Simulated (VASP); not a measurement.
# Li2SbMo3 (Cmmm) in VASP: a series of runs

The runs below take Li2SbMo3 through single point, with PBE.

Everything below comes from runs of VASP 6.6.1. Logs are shortened: lines on timing, memory, paths and dates and some standing lists are left out, and cuts for length are marked.

**1. The cell of the first run**

Symmetry: Cmmm, No. 65, orthorhombic system. Conventional cell: a = 5.415 Å, b = 9.056 Å, c = 4.234 Å, α = 90.00°, β = 90.00°, γ = 90.00°. Within 3.5 Å of Li (site symmetry 2/m) lie 6 Mo at 2.64 Å and 2 Li at 2.71 Å and 4 Sb at 3.38 Å. Within 4.0 Å of Sb (site symmetry mmm) lie 10 Mo at 3.07 to 3.44 Å and 8 Li at 3.38 Å. Mo (site symmetry m2m) has 5 Mo at 2.57 to 3.15 Å and 4 Li at 2.64 Å and 3 Sb at 3.07 to 3.08 Å within 3.4 Å. Within 3.5 Å of Mo (site symmetry mmm) lie 4 Mo at 2.57 Å and 4 Li at 2.64 Å and 4 Sb at 3.44 Å.

The cell was generated, and may not be a known phase.

**2. Single point, PBE**

File INCAR:

```
SYSTEM = Li2SbMo3
  ALGO = Fast
  EDIFF = 1E-7
  ENCUT = 520
  GGA = PE
  ISIF = 2
  ISMEAR = 0
  LASPH = .TRUE.
  LCHARG = .FALSE.
  LREAL = .FALSE.
  LWAVE = .FALSE.
  NBANDS = 36
  NELM = 100
  PREC = Accurate
  SIGMA = 0.1
```

File KPOINTS:

```
k-points
0
G
  4 4 4
  0 0 0
```

File POSCAR:

```
Li2SbMo3
1.0
    2.7075373300     -4.5280117600      0.0000000000
    2.7075373300      4.5280117600      0.0000000000
    0.0000000000      0.0000000000      4.2335890800
Li Sb Mo
2 1 3
Direct
    0.0000000000      0.5000000000      0.5000000000
    0.5000000000      0.0000000000      0.5000000000
    0.5000000000      0.5000000000      0.0000000000
    0.1610669000      0.8389331000      0.0000000000
    0.8389331000      0.1610669000      0.0000000000
    0.0000000000      0.0000000000      0.5000000000
```

Potentials or basis: VASP PAW PBE potentials, release 64 (Li_sv, Sb, Mo_sv).

Command:

```bash
$ cat potpaw_PBE.64/Li_sv/POTCAR potpaw_PBE.64/Sb/POTCAR potpaw_PBE.64/Mo_sv/POTCAR > POTCAR
$ mpirun -np 1 vasp_std > vasp.out
```

OUTCAR:

```text
SYSTEM = Li2SbMo3
   EDIFF = 1E-7
   ENCUT = 520
   GGA = PE
   ISIF = 2
   ISMEAR = 0
   LASPH = .TRUE.
   LREAL = .FALSE.
   NELM = 100
   PREC = Accurate

 ion  position               nearest neighbor table
   1  0.000  0.500  0.500-   6 2.64   6 2.64   4 2.64   4 2.64   5 2.64   5 2.64
   2  0.500  0.000  0.500-   6 2.64   6 2.64   4 2.64   4 2.64   5 2.64   5 2.64
   3  0.500  0.500  0.000-   4 3.07   5 3.07   4 3.08   5 3.08   4 3.08   5 3.08   6 3.44   6 3.44
                             6 3.44   6 3.44
   4  0.161  0.839  0.000-   6 2.57   6 2.57   1 2.64   1 2.64   2 2.64   2 2.64   5 2.92   3 3.07
                             3 3.08   3 3.08   5 3.15   5 3.15
   5  0.839  0.161  0.000-   6 2.57   6 2.57   1 2.64   1 2.64   2 2.64   2 2.64   4 2.92   3 3.07
                             3 3.08   3 3.08   4 3.15   4 3.15
   6  0.000  0.000  0.500-   4 2.57   5 2.57   4 2.57   5 2.57   1 2.64   2 2.64   1 2.64   2 2.64
                             3 3.44   3 3.44   3 3.44   3 3.44

  LATTYP: Found a base centered orthorhombic cell.
 ALAT       =     5.4150746600
 B/A-ratio  =     1.6723727905
 C/A-ratio  =     0.7818154588

  Lattice vectors:

 A1 = (   2.7075373300,  -4.5280117600,   0.0000000000)
 A2 = (   2.7075373300,   4.5280117600,   0.0000000000)
 A3 = (   0.0000000000,   0.0000000000,   4.2335890800)

Analysis of symmetry for initial positions (statically):
=====================================================================
 Subroutine PRICEL returns:
 Original cell was already a primitive cell.

 Routine SETGRP: Setting up the symmetry group for a
 base centered orthorhombic supercell.

 Subroutine GETGRP returns: Found  8 space group operations
 (whereof  8 operations were pure point group operations)
 out of a pool of  8 trial point group operations.

The static configuration has the point symmetry D_2h.

Analysis of symmetry for dynamics (positions and initial velocities):
=====================================================================
 Subroutine PRICEL returns:
 Original cell was already a primitive cell.

 Routine SETGRP: Setting up the symmetry group for a
 base centered orthorhombic supercell.

 Subroutine GETGRP returns: Found  8 space group operations
 (whereof  8 operations were pure point group operations)
 out of a pool of  8 trial point group operations.

The dynamic configuration has the point symmetry D_2h.

 Subroutine INISYM returns: Found  8 space group operations
 (whereof  8 operations are pure point group operations),
 and found     1 'primitive' translations

----------------------------------------------------------------------------------------

                                     Primitive cell

  volume of cell :     103.8056

  direct lattice vectors                    reciprocal lattice vectors
     2.707537330 -4.528011760  0.000000000     0.184669661 -0.110423741  0.000000000
     2.707537330  4.528011760  0.000000000     0.184669661  0.110423741  0.000000000
     0.000000000  0.000000000  4.233589080     0.000000000  0.000000000  0.236206203

  length of vectors
     5.275760504  5.275760504  4.233589080     0.215165718  0.215165718  0.236206203

  position of ions in fractional coordinates (direct lattice)
     0.000000000  0.500000000  0.500000000
     0.500000000  0.000000000  0.500000000
     0.500000000  0.500000000  0.000000000
     0.161066900  0.838933100  0.000000000
     0.838933100  0.161066900  0.000000000
     0.000000000  0.000000000  0.500000000

  ion indices of the primitive-cell ions
   primitive index   ion index
                 1           1
                 2           2
                 3           3
                 4           4
                 5           5
                 6           6

----------------------------------------------------------------------------------------

 KPOINTS: k-points

Automatic generation of k-mesh.
 Grid dimensions read from file:
 generate k-points for:    4    4    4

 Generating k-lattice:

  Cartesian coordinates                     Fractional coordinates (reciprocal lattice)
     0.046167415 -0.027605935  0.000000000     0.250000000  0.000000000  0.000000000
     0.046167415  0.027605935  0.000000000     0.000000000  0.250000000  0.000000000
     0.000000000  0.000000000  0.059051551     0.000000000  0.000000000  0.250000000

  Length of vectors
     0.053791430  0.053791430  0.059051551

  Shift w.r.t. Gamma in fractional coordinates (k-lattice)
     0.000000000  0.000000000  0.000000000

 Subroutine IBZKPT returns following result:
 ===========================================

 Found     21 irreducible k-points:

 Following reciprocal coordinates:
            Coordinates               Weight
  0.000000  0.000000  0.000000      1.000000
  0.250000  0.000000  0.000000      4.000000
  0.500000  0.000000  0.000000      2.000000
  0.250000  0.250000  0.000000      2.000000
  0.500000  0.250000  0.000000      4.000000
 -0.250000  0.250000  0.000000      2.000000
[... 13 lines left out ...]
 -0.250000  0.250000  0.500000      2.000000
  0.500000  0.500000  0.500000      1.000000
   k-points           NKPTS =     21   k-points in BZ     NKDIM =     21   number of bands    NBANDS=     36
   number of dos      NEDOS =    301   number of ions     NIONS =      6
   total plane-waves  NPLWV =  51200
   dimension x,y,z NGX =    40 NGY =   40 NGZ =   32
   dimension x,y,z NGXF=    80 NGYF=   80 NGZF=   64
   ions per type =               2   1   3
   NGX,Y,Z   is equivalent  to a cutoff of  12.60, 12.60, 12.57 a.u.
   NGXF,Y,Z  is equivalent  to a cutoff of  25.21, 25.21, 25.13 a.u.
 SYSTEM =  Li2SbMo3
   PREC   = accura    normal or accurate (medium, high low for compatibility)
   ISTART =      0    job   : 0-new  1-cont  2-samecut
   ICHARG =      2    charge: 1-file 2-atom 10-const
   ISPIN  =      1    spin polarized calculation?
   LNONCOLLINEAR =      F non collinear calculations
   LSORBIT =      F    spin-orbit coupling
   LASPH  =      T    aspherical Exc in radial PAW
   ENCUT  =  520.0 eV  38.22 Ry    6.18 a.u.   9.81  9.81  7.87*2*pi/ulx,y,z
   NELM   =    100;   NELMIN=  2; NELMDL= -5     # of ELM steps
   EDIFF  = 0.1E-06   stopping-criterion for ELM
   LREAL  =      F    real-space projection
   EDIFFG = 0.1E-05   stopping-criterion for IOM
   NSW    =      0    number of steps for IOM
   IBRION =     -1    ionic relax: 0-MD 1-quasi-New 2-CG
   NFREE  =      0    steps in history (QN), initial steepest desc. (CG)
   ISIF   =      2    stress and relaxation
   ISYM   =      2    0-nonsym 1-usesym 2-fastsym
   POTIM  = 0.5000    time-step for ionic-motion
   TEBEG  =    0.0;   TEEND  =   0.0 temperature during run
   PSTRESS=    0.0 pullay stress
   NELECT =      53.0000    total number of electrons
   NUPDOWN=      -1.0000    fix difference up-down
   EMIN   =  10.00;   EMAX   =-10.00  energy-range for DOS
   EFERMI =   0.00;   METHOD = LEGACY
   ISMEAR =     0;   SIGMA  =   0.10  broadening in eV -4-tet -1-fermi 0-gaus
   EFERMI_NEDOS =   21; number of points for ismear=-14 and -15
   IALGO  =     68    algorithm
   IMIX   =      4    mixing-type and parameters
     AMIX     =   0.40;   BMIX     =  1.00
     AMIX_MAG =   1.60;   BMIX_MAG =  1.00
  volume/ion in A,a.u.               =      17.30       116.75
  Fermi-wavevector in a.u.,A,eV,Ry     =   1.308458  2.472628 23.294033  1.712063
  Thomas-Fermi vector in A             =   2.439124
   LORBIT       =      0    0 simple, 1 ext, 2 COOP (PROOUT), +10 PAW based schemes
   GGA     = PE    functional components
   LHFCALC =     F    Hartree Fock is set to
   AEXX    =    0.0000 exact exchange contribution
   IVDW    =     0    specifies the selected vdW correction
   LEPSILON=     F    determine dielectric tensor
   LRPA    =     F    only Hartree local field effects (RPA)
 non-spin polarized calculation
 RMM-DIIS sequential band-by-band and
 Gauss-broadening in eV      SIGMA  =   0.10
  energy-cutoff  :      520.00
  volume of cell :      103.81
 maximum number of plane-waves:      2810
   NGX = 19   NGY = 19   NGZ = 15

 number of electron      53.0000004 magnetization

 Free energy of the ion-electron system (eV)
  ---------------------------------------------------
  ext. energy  EPLUGINS =         0.00000000
  ---------------------------------------------------
  free energy    TOTEN  =       -37.38022900 eV

  energy without entropy =      -37.34778642  energy(sigma->0) =      -37.36400771

 E-fermi :   8.0744     XC(G=0): -10.9985

 val. band max:        8.0644832973   @ k =  -0.2500   0.2500   0.0000
 cond. band min:       8.1136340689   @ k =   0.2500   0.0000   0.0000
 fundamental gap:      0.0491507716
 Fermi energy:         8.0743636269

 k-point     1 :       0.0000    0.0000    0.0000
  band No.  band energies     occupation
      1     -52.7007      2.00000
      2     -52.4530      2.00000
      3     -52.3815      2.00000
      4     -37.1588      2.00000
      5     -37.1342      2.00000
      6     -27.4014      2.00000
[... 28 lines left out ...]
     35      12.1109      0.00000
     36      12.5839      0.00000

 k-point     2 :       0.2500    0.0000    0.0000
  band No.  band energies     occupation
      1     -52.6989      2.00000
      2     -52.4582      2.00000
      3     -52.3781      2.00000
      4     -37.1554      2.00000
      5     -37.1380      2.00000
      6     -27.3986      2.00000
[... 28 lines left out ...]
     35      11.7740      0.00000
     36      12.9843      0.00000

 k-point     3 :       0.5000    0.0000    0.0000
  band No.  band energies     occupation
      1     -52.6971      2.00000
      2     -52.4631      2.00000
      3     -52.3751      2.00000
      4     -37.1472      2.00000
      5     -37.1466      2.00000
      6     -27.3957      2.00000
[... 28 lines left out ...]
     35      11.1744      0.00000
     36      12.4915      0.00000

 k-point     4 :       0.2500    0.2500    0.0000
  band No.  band energies     occupation
      1     -52.6971      2.00000
      2     -52.4631      2.00000
      3     -52.3751      2.00000
      4     -37.1471      2.00000
      5     -37.1467      2.00000
      6     -27.3957      2.00000
[... 28 lines left out ...]
     35      12.1410      0.00000
     36      12.8992      0.00000

 k-point     5 :       0.5000    0.2500    0.0000
  band No.  band energies     occupation
      1     -52.6953      2.00000
      2     -52.4682      2.00000
      3     -52.3717      2.00000
      4     -37.1560      2.00000
      5     -37.1381      2.00000
      6     -27.3930      2.00000
[... 538 lines left out ...]
 k-point    19 :       0.5000    0.2500    0.5000
  band No.  band energies     occupation
      1     -52.5849      2.00000
      2     -52.4868      2.00000
      3     -52.4660      2.00000
      4     -37.1575      2.00000
      5     -37.1379      2.00000
      6     -27.3236      2.00000
[... 28 lines left out ...]
     35      11.5158      0.00000
     36      12.3834      0.00000

 k-point    20 :      -0.2500    0.2500    0.5000
  band No.  band energies     occupation
      1     -52.5850      2.00000
      2     -52.4937      2.00000
      3     -52.4591      2.00000
      4     -37.1612      2.00000
      5     -37.1339      2.00000
      6     -27.3270      2.00000
[... 28 lines left out ...]
     35      10.9619      0.00000
     36      11.6502      0.00000

 k-point    21 :       0.5000    0.5000    0.5000
  band No.  band energies     occupation
      1     -52.5849      2.00000
      2     -52.4806      2.00000
      3     -52.4723      2.00000
      4     -37.1618      2.00000
      5     -37.1340      2.00000
      6     -27.3178      2.00000
[... 28 lines left out ...]
     35      11.2853      0.00000
     36      11.6584      0.00000

------------------------ aborting loop because EDIFF is reached ----------------------------------------

  FORCE on cell =-STRESS in cart. coord.  units (eV):
  Direction    XX          YY          ZZ          XY          YZ          ZX
  --------------------------------------------------------------------------------------
  -------------------------------------------------------------------------------------
  Total       -5.0192617     -2.4881461      0.7617302      0.0000000      0.0000000      0.0000000
  in kB      -77.4693161    -38.4030540     11.7568529      0.0000000      0.0000000      0.0000000
  external PRESSURE =     -34.7051724 kB  Pullay stress =       0.0000000 kB

 VOLUME and BASIS-vectors are now :
 -----------------------------------------------------------------------------
  energy-cutoff  :      520.00
  volume of cell :      103.81
      direct lattice vectors                 reciprocal lattice vectors
     2.707537330 -4.528011760  0.000000000     0.184669661 -0.110423741  0.000000000
     2.707537330  4.528011760  0.000000000     0.184669661  0.110423741  0.000000000
     0.000000000  0.000000000  4.233589080     0.000000000  0.000000000  0.236206203

 POSITION                                       TOTAL-FORCE (eV/Angst)
 -----------------------------------------------------------------------------------
      1.35377      2.26401      2.11679         0.000000     -0.000000     -0.000000
      1.35377     -2.26401      2.11679         0.000000     -0.000000     -0.000000
      2.70754      0.00000      0.00000        -0.000000     -0.000000     -0.000000
      2.70754      3.06939      0.00000         0.000000     -0.394686     -0.000000
      2.70754     -3.06939      0.00000         0.000000      0.394686      0.000000
      0.00000      0.00000      2.11679         0.000000     -0.000000     -0.000000
 -----------------------------------------------------------------------------------
    total drift:                               -0.000000     -0.000000      0.000000

  FREE ENERGIE OF THE ION-ELECTRON SYSTEM (eV)
  ---------------------------------------------------
  free  energy   TOTEN  =       -37.3802289986 eV

  energy  without entropy=      -37.3477864197  energy(sigma->0) =      -37.36400771
```

It took 4.6 min on 1 thread of Intel Xeon Platinum 8488C (Sapphire Rapids), shared host; peak memory 0.25 GiB.

Results:

* Free energy: -37.3802 eV
* Largest force: 0.395 eV/Å
* Band gap on the k mesh: zero (an odd number of electrons rules out a gap without spin polarisation)

Forces in eV/Å, atoms in the order of the input:
```
Li   0.000  0.000  0.000
Li   0.000  0.000  0.000
Sb   0.000  0.000  0.000
Mo   0.000 -0.395  0.000
Mo   0.000  0.395  0.000
Mo   0.000  0.000  0.000
```

Levels at points of the mesh, in eV from the Fermi level:
| k point | band 24 | band 25 | band 26 | band 27 | band 28 | band 29 | band 30 | band 31 |
| --- | --- | --- | --- | --- | --- | --- | --- | --- |
| (0.00, 0.00, 0.00) | -1.18 | -1.07 | -0.64 | -0.61 | -0.47 | 0.21 | 1.90 | 2.56 |
| (0.50, 0.00, 0.00) | -1.33 | -0.44 | -0.15 | 0.15 | 0.38 | 1.13 | 1.44 | 1.69 |
| (0.50, 0.50, 0.00) | -1.28 | -1.16 | -0.08 | 0.46 | 0.53 | 1.03 | 1.36 | 1.52 |
| (0.00, 0.00, 0.50) | -0.87 | -0.81 | -0.59 | -0.46 | -0.12 | 1.65 | 1.74 | 1.91 |
| (0.50, 0.00, 0.50) | -0.89 | -0.66 | -0.50 | 0.12 | 0.15 | 0.25 | 0.95 | 1.52 |
| (0.50, 0.50, 0.50) | -1.44 | -1.27 | -1.15 | 0.38 | 0.90 | 1.09 | 1.62 | 2.01 |

Caveat: the k points lie up to 0.37 Å⁻¹ apart, too coarse for converged energies and pressures of a metal; the cutoff is under 1.25 times the usual one of these potentials, so pressure, stress and relaxed cells hold a basis-set (Pulay) error; spin-orbit coupling is left out, which moves the levels of the heavy elements.

(Continued in part 2 of 2.)

The gap in the log of VASP goes by the Fermi energy; the results here count the filled bands.